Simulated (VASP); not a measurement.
# Rb31Cl32 (a cell with a defect) in VASP: single point with PBEsol

Aim: the single point of Rb31Cl32 (a cell with a defect) with PBEsol.

Everything below comes from runs of VASP 6.6.1. Logs are shortened: lines on timing, memory, paths and dates and some standing lists are left out, and cuts for length are marked.

## (1) The cell of the first run

The cell holds a defect, 63 atoms: a = 13.093 Å, b = 13.093 Å, c = 13.093 Å, α = 90.00°, β = 90.00°, γ = 90.00°.

## (2) Single point, PBEsol

INCAR reads:

```
SYSTEM = Rb31Cl32
PREC     = Accurate       ! precision mode
ENCUT    = 400            ! plane-wave cutoff, eV
EDIFF    = 1E-6           ! SCF threshold, eV
ISMEAR   = -1             ! smearing method
SIGMA    = 0.05           ! smearing width, eV
LREAL    = Auto         
LASPH    = .True.         ! aspherical terms in the spheres
NELM     = 120            ! most SCF steps
ALGO     = Normal         ! electronic algorithm
ISIF     = 2              ! what is computed and relaxed
LWAVE    = .False.        ! write WAVECAR
LCHARG   = .False.        ! write CHGCAR
GGA      = PS             ! functional
NELECT   = 504.0        
ISYM     = -1           
NBANDS   = 288            ! bands
GGA_COMPAT= .False.
```

KPOINTS reads:

```
explicit points
1
Reciprocal
  0.25000000   0.25000000   0.25000000 1
```

POSCAR reads:

```
Rb31Cl32
1.0
   13.0932160000      0.0000000000      0.0000000000
    0.0000000000     13.0932160000      0.0000000000
    0.0000000000      0.0000000000     13.0932160000
Cl Rb
32 31
Direct
    0.2492740000      0.0000310000      0.0001150000
    0.2482320000      0.9998270000      0.5000730000
    0.2481540000      0.5001130000      0.0001090000
    0.2379870000      0.4998620000      0.5000140000
    0.7507850000      0.0000620000      0.0001220000
    0.7518240000      0.9998010000      0.5001310000
    0.7517010000      0.4999920000      0.9999400000
    0.7617150000      0.4998880000      0.5000630000
    0.9999640000      0.2493950000      0.0001520000
    0.9997930000      0.2482870000      0.5001100000
    0.9998830000      0.7508990000      0.0000690000
    0.9999550000      0.7517230000      0.5000900000
    0.4998720000      0.2484200000      0.0000610000
    0.4997230000      0.2380960000      0.5001140000
    0.4999480000      0.7519330000      0.0000760000
    0.4999280000      0.7619740000      0.4999940000
    0.9999670000      0.0000630000      0.2494390000
    0.0000430000      0.0001460000      0.7508460000
    0.9998380000      0.5000210000      0.2483370000
    0.9998770000      0.5001710000      0.7517960000
    0.4999900000      0.0001920000      0.2483240000
    0.5000680000      0.0002040000      0.7518020000
    0.4999430000      0.5001160000      0.2379010000
    0.4998800000      0.5001970000      0.7616920000
    0.2488310000      0.2490010000      0.2491520000
    0.2488630000      0.2491470000      0.7511230000
    0.2488630000      0.7510220000      0.2490380000
    0.2489860000      0.7510600000      0.7510560000
    0.7507980000      0.2489050000      0.2491780000
    0.7509170000      0.2490690000      0.7511290000
    0.7508780000      0.7508790000      0.2491090000
    0.7508550000      0.7509810000      0.7511800000
    0.0000470000      0.0001400000      0.0001460000
    0.9999960000      0.0000500000      0.5000940000
    0.9999530000      0.5001860000      0.0000150000
    0.9998800000      0.4999300000      0.5001090000
    0.5000680000      0.0002160000      0.0000770000
    0.5000000000      0.0000260000      0.5000650000
    0.4999850000      0.5001710000      0.9998350000
    0.2510540000      0.2512070000      0.0001520000
    0.2547890000      0.2548510000      0.5000140000
    0.2510610000      0.7489760000      0.0000210000
    0.2547730000      0.7450100000      0.5000400000
    0.7489380000      0.2512430000      0.0001540000
    0.7449560000      0.2548350000      0.5001810000
    0.7488030000      0.7489060000      0.0001200000
    0.7449990000      0.7450390000      0.5000670000
    0.2510900000      0.9999960000      0.2512400000
    0.2511720000      0.0000920000      0.7489220000
    0.2548130000      0.5000550000      0.2548480000
    0.2548280000      0.5000420000      0.7450900000
    0.7489130000      0.9999690000      0.2512460000
    0.7488680000      0.0000300000      0.7490210000
    0.7449410000      0.4999940000      0.2550480000
    0.7451060000      0.5000940000      0.7451860000
    0.9999090000      0.2512270000      0.2512700000
    0.9999650000      0.2512240000      0.7489820000
    0.9998630000      0.7488890000      0.2512310000
    0.9999160000      0.7490670000      0.7489380000
    0.4999290000      0.2549820000      0.2549520000
    0.4999450000      0.2550750000      0.7452150000
    0.4998720000      0.7452750000      0.2548330000
    0.4999480000      0.7452810000      0.7451320000
```

Potentials or basis: VASP PAW PBE potentials, release 64 (Cl, Rb_sv).

Run with:

```sh
> cat potpaw_PBE.64/Cl/POTCAR potpaw_PBE.64/Rb_sv/POTCAR > POTCAR
> mpirun -np 1 vasp_std > vasp.out
```

OUTCAR:

```text
SYSTEM = Rb31Cl32
   PREC = Accurate
   ENCUT = 400
   EDIFF = 1E-6
   ISMEAR = -1
   LREAL = Auto
   LASPH = .True.
   NELM = 120
   ISIF = 2
   GGA = PS
   NELECT = 504.0
   ISYM = -1

 ion  position               nearest neighbor table
   1  0.249  0.000  0.000-  33 3.26  37 3.28  42 3.29  48 3.29  40 3.29  49 3.29
   2  0.248  1.000  0.500-  34 3.25  48 3.26  49 3.26  38 3.30  43 3.34  41 3.34
   3  0.248  0.500  0.000-  35 3.25  42 3.26  40 3.26  39 3.30  50 3.34  51 3.34
   4  0.238  0.500  0.500-  36 3.12  41 3.22  51 3.22  43 3.22  50 3.22
   5  0.751  0.000  0.000-  33 3.26  37 3.28  53 3.29  52 3.29  46 3.29  44 3.29
   6  0.752  1.000  0.500-  34 3.25  52 3.26  53 3.26  38 3.30  47 3.34  45 3.34
   7  0.752  0.500  1.000-  35 3.25  44 3.26  46 3.26  39 3.30  55 3.34  54 3.34
   8  0.762  0.500  0.500-  36 3.12  54 3.22  45 3.22  55 3.22  47 3.22
   9  1.000  0.249  0.000-  33 3.26  35 3.28  44 3.29  40 3.29  56 3.29  57 3.29
  10  1.000  0.248  0.500-  34 3.25  56 3.26  57 3.26  36 3.29  45 3.34  41 3.34
  11  1.000  0.751  0.000-  33 3.26  35 3.28  46 3.29  59 3.29  58 3.29  42 3.29
  12  1.000  0.752  0.500-  34 3.25  59 3.26  58 3.26  36 3.30  43 3.34  47 3.34
  13  0.500  0.248  0.000-  37 3.25  40 3.26  44 3.26  39 3.30  61 3.34  60 3.34
  14  0.500  0.238  0.500-  38 3.12  41 3.21  61 3.22  60 3.22  45 3.22
  15  0.500  0.752  0.000-  37 3.25  46 3.26  42 3.26  39 3.30  62 3.34  63 3.34
  16  0.500  0.762  0.500-  38 3.12  47 3.22  63 3.22  62 3.22  43 3.22
  17  1.000  0.000  0.249-  33 3.26  34 3.28  52 3.29  48 3.29  56 3.29  58 3.29
[... 63 lines left out ...]
  57  1.000  0.251  0.749-  10 3.26  26 3.26  20 3.26  30 3.26  18 3.29   9 3.29  36 4.61  35 4.63
                            34 4.63  44 4.65  33 4.65  40 4.65  53 4.65  49 4.65  51 4.66  55 4.66
  58  1.000  0.749  0.251-  12 3.26  19 3.26  31 3.26  27 3.26  11 3.29  17 3.29  36 4.61  35 4.63
                            34 4.63  52 4.65  46 4.65  48 4.65  33 4.65  42 4.65  47 4.66  43 4.66
  59  1.000  0.749  0.749-  12 3.26  20 3.26  32 3.26  28 3.26  18 3.29  11 3.29  36 4.61  34 4.63
                            35 4.63  53 4.65  42 4.65  33 4.65  49 4.65  46 4.65  43 4.66  55 4.66
  60  0.500  0.255  0.255-  23 3.22  14 3.22  29 3.29  25 3.29  21 3.34  13 3.34  54 4.54  50 4.54
                            41 4.54  45 4.54  38 4.63  39 4.63  40 4.66  44 4.66  48 4.67  52 4.67
  61  0.500  0.255  0.745-  24 3.22  14 3.22  30 3.29  26 3.29  13 3.34  22 3.34  45 4.54  51 4.54
                            55 4.54  41 4.54  39 4.63  38 4.63  49 4.66  40 4.67  44 4.67  53 4.67
  62  0.500  0.745  0.255-  16 3.22  23 3.22  31 3.29  27 3.29  15 3.34  21 3.34  50 4.54  43 4.54
                            54 4.54  47 4.54  38 4.63  39 4.63  48 4.66  42 4.66  46 4.66  52 4.66
  63  0.500  0.745  0.745-  24 3.22  16 3.22  32 3.29  28 3.29  22 3.34  15 3.34  47 4.54  43 4.54
                            55 4.54  51 4.54  39 4.63  38 4.63  49 4.66  53 4.66  42 4.66  46 4.67

IMPORTANT INFORMATION: All symmetrisations will be switched off!
NOSYMM: (Re-)initialisation of all symmetry stuff for point group C_1.

----------------------------------------------------------------------------------------

                                     Primitive cell

  volume of cell :    2244.6002

  direct lattice vectors                    reciprocal lattice vectors
    13.093216000  0.000000000  0.000000000     0.076375430  0.000000000  0.000000000
[... 189 lines left out ...]
  Thomas-Fermi vector in A             =   2.127028
   LORBIT       =      0    0 simple, 1 ext, 2 COOP (PROOUT), +10 PAW based schemes
   GGA     = PS    functional components
   LHFCALC =     F    Hartree Fock is set to
   AEXX    =    0.0000 exact exchange contribution
   IVDW    =     0    specifies the selected vdW correction
   LEPSILON=     F    determine dielectric tensor
   LRPA    =     F    only Hartree local field effects (RPA)
 non-spin polarized calculation
  energy-cutoff  :      400.00
  volume of cell :     2244.60
 maximum number of plane-waves:     40759
 NGX is ok and might be reduce to    90
   NGX = 43   NGY = 43   NGZ = 43

 number of electron     504.0000019 magnetization

 Free energy of the ion-electron system (eV)
  ---------------------------------------------------
  ext. energy  EPLUGINS =         0.00000000
  ---------------------------------------------------
  free energy    TOTEN  =      -216.26130034 eV

  energy without entropy =     -216.26130034  energy(sigma->0) =     -216.26130034

 E-fermi :  -0.4169     XC(G=0):  -7.5163

 val. band max:       -1.7034103334   @ k =   0.2500   0.2500   0.2500
 cond. band min:       3.2809828193   @ k =   0.2500   0.2500   0.2500
 fundamental gap:      4.9843931527
 Fermi energy:        -0.4168749456

 k-point     1 :       0.2500    0.2500    0.2500
  band No.  band energies     occupation
      1     -25.9358      2.00000
      2     -25.9155      2.00000
      3     -25.9137      2.00000
      4     -25.9135      2.00000
      5     -25.9133      2.00000
      6     -25.9106      2.00000
[... 256 lines left out ...]
    263       4.7071      0.00000
    264       4.7205      0.00000
 [bands above 264 left out]

------------------------ aborting loop because EDIFF is reached ----------------------------------------

  FORCE on cell =-STRESS in cart. coord.  units (eV):
  Direction    XX          YY          ZZ          XY          YZ          ZX
  --------------------------------------------------------------------------------------
  -------------------------------------------------------------------------------------
  Total        4.5226252      4.5306584      4.5249743     -0.0102305     -0.0105833     -0.0073772
  in kB        3.2282130      3.2339470      3.2298898     -0.0073025     -0.0075543     -0.0052658
  external PRESSURE =       3.2306833 kB  Pullay stress =       0.0000000 kB

 VOLUME and BASIS-vectors are now :
 -----------------------------------------------------------------------------
  energy-cutoff  :      400.00
  volume of cell :     2244.60
      direct lattice vectors                 reciprocal lattice vectors
    13.093216000  0.000000000  0.000000000     0.076375430  0.000000000  0.000000000
     0.000000000 13.093216000  0.000000000     0.000000000  0.076375430  0.000000000
     0.000000000  0.000000000 13.093216000     0.000000000  0.000000000  0.076375430

 POSITION                                       TOTAL-FORCE (eV/Angst)
 -----------------------------------------------------------------------------------
      3.26380      0.00041      0.00151         0.000548      0.001219     -0.000745
      3.25016     13.09095      6.54756         0.000015      0.001975      0.000395
      3.24913      6.54809      0.00143         0.001003     -0.000423     -0.001900
      3.11602      6.54480      6.54679         0.005837      0.001707     -0.000796
      9.83019      0.00081      0.00160        -0.000207      0.000234      0.000138
      9.84379     13.09061      6.54832        -0.001922      0.002364      0.000073
[... 55 lines left out ...]
      6.54493      9.75805      3.33658         0.000257     -0.002193      0.002572
      6.54593      9.75813      9.75617        -0.000453     -0.001105     -0.001257
 -----------------------------------------------------------------------------------
    total drift:                               -0.000808     -0.001195      0.000588

  FREE ENERGIE OF THE ION-ELECTRON SYSTEM (eV)
  ---------------------------------------------------
  free  energy   TOTEN  =      -216.2613003443 eV

  energy  without entropy=     -216.2613003442  energy(sigma->0) =     -216.26130034
```

Run time: 17 min. Hardware: 1 thread of Intel Xeon Platinum 8259CL at 2.50GHz (Skylake/Cascade Lake), shared host; peak memory 1.4 GiB.

What came out:

```
Free energy   : -216.2613 eV
Largest force : 0.008 eV/Å
```

Forces on the atoms (eV/Å):
```
Cl   0.001  0.001 -0.001
Cl   0.000  0.002  0.000
Cl   0.001  0.000 -0.002
Cl   0.006  0.002 -0.001
Cl   0.000  0.000  0.000
Cl  -0.002  0.002  0.000
Cl   0.000  0.001  0.002
Cl  -0.005  0.001  0.001
Cl   0.000  0.000 -0.001
Cl   0.001 -0.001  0.000
Cl   0.001 -0.001  0.000
Cl  -0.001  0.000  0.000
Cl   0.002  0.000  0.000
Cl   0.004  0.007 -0.001
Cl   0.000  0.000 -0.001
Cl  -0.001 -0.007  0.000
Cl   0.000  0.000 -0.001
Cl   0.000  0.000  0.000
Cl   0.000  0.001 -0.001
Cl   0.001 -0.001  0.000
Cl   0.000 -0.001  0.000
Cl  -0.001 -0.001  0.000
Cl  -0.001  0.000  0.008
Cl   0.001  0.000 -0.004
Cl   0.003  0.002  0.001
Cl   0.003  0.000 -0.002
Cl   0.002 -0.002  0.002
Cl   0.001 -0.001 -0.002
Cl   0.000  0.003  0.001
Cl  -0.001  0.001 -0.001
Cl  -0.002  0.000  0.001
Cl   0.000  0.000 -0.003
Rb  -0.001 -0.001 -0.001
Rb   0.000 -0.001  0.000
Rb   0.000 -0.001  0.001
Rb   0.000  0.002 -0.001
Rb  -0.001 -0.001  0.000
Rb   0.000  0.000  0.000
Rb  -0.001 -0.001  0.001
Rb   0.000  0.001  0.000
Rb   0.000  0.000  0.002
Rb   0.000 -0.001  0.001
Rb   0.002 -0.001  0.000
Rb  -0.003 -0.001  0.000
Rb  -0.002  0.000 -0.001
Rb   0.000  0.000  0.000
Rb  -0.001 -0.002  0.001
Rb   0.001  0.000  0.000
Rb   0.000  0.000  0.000
Rb   0.001 -0.001  0.003
Rb   0.000  0.001  0.000
Rb  -0.002 -0.001  0.001
Rb   0.000  0.000 -0.001
Rb   0.000 -0.001 -0.001
Rb  -0.003 -0.001 -0.002
Rb  -0.001  0.000  0.000
Rb  -0.001  0.001  0.000
Rb   0.001  0.000  0.000
Rb   0.000 -0.001  0.000
Rb  -0.001  0.002  0.002
Rb  -0.001  0.001 -0.002
Rb   0.000 -0.002  0.003
Rb   0.000 -0.001 -0.001
```

Levels at points of the mesh, in eV from the Fermi level:
| k point | band 248 | band 249 | band 250 | band 251 | band 252 | band 253 | band 254 | band 255 | band 256 | band 257 |
| --- | --- | --- | --- | --- | --- | --- | --- | --- | --- | --- |
| (0.25, 0.25, 0.25) | -1.53 | -1.53 | -1.40 | -1.29 | -1.29 | 3.70 | 4.43 | 4.43 | 4.48 | 4.77 |

Caveat: the cell carries a net charge on a neutralising background, which shifts energy and pressure; the cell is charged against a uniform background, so pressure and absolute levels hang on convention; the PAW data sets were made with another functional, which shifts forces and pressure a little.
